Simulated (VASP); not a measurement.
# Te2Pt (P-3m1) in VASP: a series of runs, part 2 of 2

VASP 6.6.1. Earlier steps stand in the parts before.

**4. Single point, PBE, collinear spin (32.50 Å³/atom)**

This run uses another cell than the first one, of 32.50 Å³/atom.

File INCAR:

```
ALGO = Normal ; EDIFF = 1E-6
ENCUT = 500 ; GGA = PE
GGA_COMPAT = F ; ISIF = 2
ISMEAR = 0 ; ISPIN = 2
LASPH = T ; LCHARG = T
LELF = T ; LMAXMIX = 4
LORBIT = 11 ; LREAL = F
LVHAR = T ; LWAVE = F
MAGMOM = 0 0 0.5 ; NBANDS = 22
NELM = 200 ; NUPDOWN = 0.5
PREC = Accurate ; SIGMA = 0.15
```

File KPOINTS:

```
k-points
0
Gamma
  12 12 8
```

File POSCAR:

```
Te2Pt
1.0
    4.4043192034      0.0000000000      0.0000000000
   -2.2021596017      3.8142523165      0.0000000000
    0.0000000000      0.0000000000      5.8045674002
Te Pt
2 1
Direct
    0.3333333333      0.6666666667      0.2528728645
    0.6666666667      0.3333333333      0.7471271355
    0.0000000000      0.0000000000      0.0000000000
```

Potentials or basis: VASP PAW PBE potentials, release 64 (Te, Pt).

Run with:

```bash
cat potpaw_PBE.64/Te/POTCAR potpaw_PBE.64/Pt/POTCAR > POTCAR
mpirun -np 1 vasp_std > vasp.out
```

OUTCAR:

```text
EDIFF = 1E-6
   ENCUT = 500
   GGA = PE
   ISIF = 2
   ISMEAR = 0
   ISPIN = 2
   LASPH = T
   LORBIT = 11
   LREAL = F
   NELM = 200
   NUPDOWN = 0.5
   PREC = Accurate

 ion  position               nearest neighbor table
   1  0.333  0.667  0.253-   3 2.94   3 2.94   3 2.94
   2  0.667  0.333  0.747-   3 2.94   3 2.94   3 2.94
   3  0.000  0.000  0.000-   1 2.94   2 2.94   1 2.94   2 2.94   2 2.94   1 2.94

  LATTYP: Found a hexagonal cell.
 ALAT       =     4.4043192034
 C/A-ratio  =     1.3179261384

  Lattice vectors:

 A1 = (   4.4043192034,   0.0000000000,   0.0000000000)
 A2 = (  -2.2021596017,   3.8142523165,   0.0000000000)
 A3 = (   0.0000000000,   0.0000000000,   5.8045674002)

Analysis of symmetry for initial positions (statically):
=====================================================================
 Subroutine PRICEL returns:
 Original cell was already a primitive cell.

 Routine SETGRP: Setting up the symmetry group for a
 hexagonal supercell.

 Subroutine GETGRP returns: Found 12 space group operations
[... 798 lines left out ...]
      3       0.1822      1.00000
      4       0.9563      1.00000
      5       0.9563      1.00000
      6       2.4466      1.00000
[... 589 lines left out ...]
     21      14.0567      0.00000
     22      14.8742      0.00000

 [... further k-points ...]
[... 5 lines left out ...]
  --------------------------------------------------------------------------------------
  -------------------------------------------------------------------------------------
  Total       -7.7429881     -7.7429881     -5.6122541      0.0000000     -0.0000000      0.0000000
  in kB     -127.2216761   -127.2216761    -92.2125097      0.0000000     -0.0000000      0.0000000
  external PRESSURE =    -115.5519539 kB  Pullay stress =       0.0000000 kB

 VOLUME and BASIS-vectors are now :
 -----------------------------------------------------------------------------
  energy-cutoff  :      500.00
  volume of cell :       97.51
      direct lattice vectors                 reciprocal lattice vectors
     4.404319203  0.000000000  0.000000000     0.227049847  0.131087290  0.000000000
    -2.202159602  3.814252317  0.000000000     0.000000000  0.262174580  0.000000000
     0.000000000  0.000000000  5.804567400     0.000000000  0.000000000  0.172278127

 POSITION                                       TOTAL-FORCE (eV/Angst)
 -----------------------------------------------------------------------------------
     -0.00000      2.54283      1.46782        -0.000000      0.000000     -1.308462
      2.20216      1.27142      4.33675         0.000000      0.000000      1.308462
      0.00000      0.00000      0.00000        -0.000000      0.000000      0.000000
 -----------------------------------------------------------------------------------
    total drift:                                0.000000     -0.000000      0.000000

  FREE ENERGIE OF THE ION-ELECTRON SYSTEM (eV)
  ---------------------------------------------------
  free  energy   TOTEN  =       -12.6003569273 eV

  energy  without entropy=      -12.5822513410  energy(sigma->0) =      -12.59130413

 total charge

# of ion       s       p       d       tot
------------------------------------------
    1        1.406   1.764   0.032   3.201
    2        1.406   1.764   0.032   3.201
    3        0.564   0.373   7.981   8.917
--------------------------------------------------
tot          3.375   3.900   8.045  15.320

 magnetization (x)

# of ion       s       p       d       tot
------------------------------------------
    1        0.007   0.091   0.001   0.100
    2        0.007   0.091   0.001   0.100
    3       -0.000   0.009   0.125   0.133
--------------------------------------------------
tot          0.015   0.191   0.128   0.333
```

OSZICAR:

```text
N       E                     dE             d eps       ncg     rms          rms(c)
DAV:   1     0.916163095532E+02    0.91616E+02   -0.81644E+03 11568   0.777E+02
DAV:   2    -0.803940311871E+01   -0.99656E+02   -0.94547E+02 13686   0.152E+02
DAV:   3    -0.128453746184E+02   -0.48060E+01   -0.47532E+01 14268   0.325E+01
DAV:   4    -0.129183210444E+02   -0.72946E-01   -0.72932E-01 14514   0.438E+00
DAV:   5    -0.129193340062E+02   -0.10130E-02   -0.10130E-02 14358   0.459E-01    0.832E+00
DAV:   6    -0.127894202296E+02    0.12991E+00   -0.19505E+00 12518   0.958E+00    0.573E+00
DAV:   7    -0.126184164273E+02    0.17100E+00   -0.41212E-01 12086   0.526E+00    0.290E+00
DAV:   8    -0.126009390640E+02    0.17477E-01   -0.71312E-02 14042   0.143E+00    0.856E-01
DAV:   9    -0.126002870360E+02    0.65203E-03   -0.45974E-03 13448   0.459E-01    0.578E-01
DAV:  10    -0.126003556068E+02   -0.68571E-04   -0.41840E-04 14156   0.998E-02    0.361E-01
DAV:  11    -0.126003612258E+02   -0.56190E-05   -0.49625E-04 12560   0.112E-01    0.499E-02
DAV:  12    -0.126003521511E+02    0.90747E-05   -0.58892E-05 14134   0.449E-02    0.213E-02
DAV:  13    -0.126003541980E+02   -0.20469E-05   -0.45577E-06 13556   0.117E-02    0.179E-02
DAV:  14    -0.126003559694E+02   -0.17713E-05   -0.79185E-07 11274   0.494E-03    0.951E-03
DAV:  15    -0.126003569862E+02   -0.10168E-05   -0.85776E-07 10734   0.486E-03    0.253E-03
DAV:  16    -0.126003569273E+02    0.58883E-07   -0.93283E-08  6742   0.189E-03
   1 F= -.12600357E+02 E0= -.12591304E+02  d E =-.181056E-01  mag=     0.5000
```

stdout:

```text
POSCAR found type information on POSCAR TePt
 POSCAR found :  2 types and       3 ions
 scaLAPACK will be used
 LDA part: xc-table for (Slater+PW92), standard interpolation
 POSCAR, INCAR and KPOINTS ok, starting setup
 FFT: planning ... GRIDC
 FFT: planning ... GRID_SOFT
 FFT: planning ... GRID
 WAVECAR not read
 entering main loop
```

Run time: 6.7 min. Hardware: 1 thread of Oxide Virtual Turin-like, shared host; peak memory 0.49 GiB.

What came out:

* Free energy: -12.6004 eV
* Pressure: -11.6 GPa
* Largest force: 1.308 eV/Å
* Net moment: 0.50 μB per cell
* Site moments: Te +0.10; Pt +0.13 μB
* Valence electrons inside the program's atomic spheres: Te 3.20; Pt 8.92

Forces on the atoms (eV/Å):
```
Te   0.000  0.000 -1.308
Te   0.000  0.000  1.308
Pt   0.000  0.000  0.000
```

Stress tensor (GPa, compression positive):
```
-12.72   0.00   0.00
  0.00 -12.72   0.00
  0.00   0.00  -9.22
```

Caveat: the cell stands under tension; this functional lacks dispersion, which binds layers or chains, so the pressure and a relaxed spacing across them are unreliable; the total moment is fixed, so each spin has its own Fermi level and the state may be an excited one; forces of over 1 eV/Å act on the atoms, so gaps and moduli don't describe the material at rest.

**5. Overview**

| fixed moment (μB) | cell | pressure (GPa) | moment (μB) | largest force (eV/Å) |
| --- | --- | --- | --- | --- |
| 0.125 | a = 4.304, b = 4.304, c = 5.673 Å, angles 90.0, 90.0, 120.0°, 3 atoms | -9.7 | 0.12 | 1.08 |
| 0.5 | a = 4.089, b = 4.089, c = 5.388 Å, angles 90.0, 90.0, 120.0°, 3 atoms | 0.0 | 0.50 | 0.09 |
| 0.5 | a = 4.404, b = 4.404, c = 5.805 Å, angles 90.0, 90.0, 120.0°, 3 atoms | -11.6 | 0.50 | 1.31 |

Alike in all rows: task single point; level PBE; potentials or basis VASP PAW PBE potentials, release 64 (Te, Pt); spin collinear; k mesh 12 × 12 × 8; cutoff (eV) 500; smearing gaussian 0.15 eV.

Caveats: the total moment is fixed, so each spin has its own Fermi level and the state may be an excited one; the cell stands under tension (at least some runs); forces of over 1 eV/Å act on the atoms, so gaps and moduli don't describe the material at rest (at least some runs); this functional lacks dispersion, which binds layers or chains, so the pressure and a relaxed spacing across them are unreliable (at least some runs).

Absolute energies hang on the potentials; compare differences alone.
